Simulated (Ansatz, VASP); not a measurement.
## One calculation of Cu3N, two programs

```
Cu N
1.0
     3.72091    0.00000    0.00000
     0.00000    3.72091    0.00000
     0.00000    0.00000    3.72091
Cu N
3 1
Direct
  0.50000 0.00000 0.00000
  0.00000 0.50000 0.00000
  0.00000 0.00000 0.50000
  0.00000 0.00000 0.00000
```

Alike in both runs: functional LDA; k mesh 10 × 10 × 10; occupations gaussian, width 0.01 eV; no spin polarisation.

Ansatz relaxed the structure, and its values are those at the end. VASP's run is a single point on that final structure, the one shown.

|  | VASP | Ansatz |
| --- | --- | --- |
| version | VASP 6.6.1 | Ansatz 0.2.0 |
| potentials or method | VASP PAW LDA potentials, release 64 (Cu, N), cutoff 600 eV | scalar-relativistic, plane waves, PAW |
| valence electrons in the cell | 38 | 62 |

VASP gave:

```
gap on the k mesh at the Fermi level (eV) : none
pressure (GPa)                            : 1.0
```

Q: What did Ansatz give for the same quantities?

A: gap on the k mesh at the Fermi level (eV): none; pressure (GPa): 0.0.

LDA's correlation is that of Perdew and Zunger in VASP and of Perdew and Wang (1992) in Ansatz. A gap of «none» marks a metal or a gap that the smearing closes. VASP's potentials hold 38 valence electrons a cell and Ansatz's 62, so a difference there can come from the potentials and not from the codes.
